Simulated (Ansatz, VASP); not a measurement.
**MoS2 in VASP and in Ansatz**

```
Mo S
1.0
     3.16900    0.00000    0.00000
    -1.58450    2.74443    0.00000
     0.00000    0.00000   12.32400
Mo S
2 4
Direct
  0.33333 0.66667 0.25000
  0.66667 0.33333 0.75000
  0.33333 0.66667 0.62300
  0.66667 0.33333 0.12300
  0.33333 0.66667 0.87700
  0.66667 0.33333 0.37700
```

Alike in both runs: task relaxation of cell and atoms; functional PBEsol; k mesh 8 × 8 × 2; no spin polarisation.

```csv
,VASP,Ansatz
version,VASP 6.6.1,Ansatz 0.2.0
potentials or method,"VASP PAW PBE potentials, release 64 (Mo_sv, S), cutoff 600 eV","PAW with Ansatz's default frozen-core files, scalar-relativistic"
occupations,"gaussian, width 0.01 eV",fixed
valence electrons in the cell,52,52
```

VASP gave:

* relaxed volume (Å³/atom): 17.89
* relaxed cell length with the largest relative difference (Å): 12.561

Task: Which values does Ansatz return?

Result: Relaxed volume (Å³/atom): 17.91; relaxed cell length with the largest relative difference (Å): 12.575.

VASP's potentials were made for PBE, not for PBEsol.
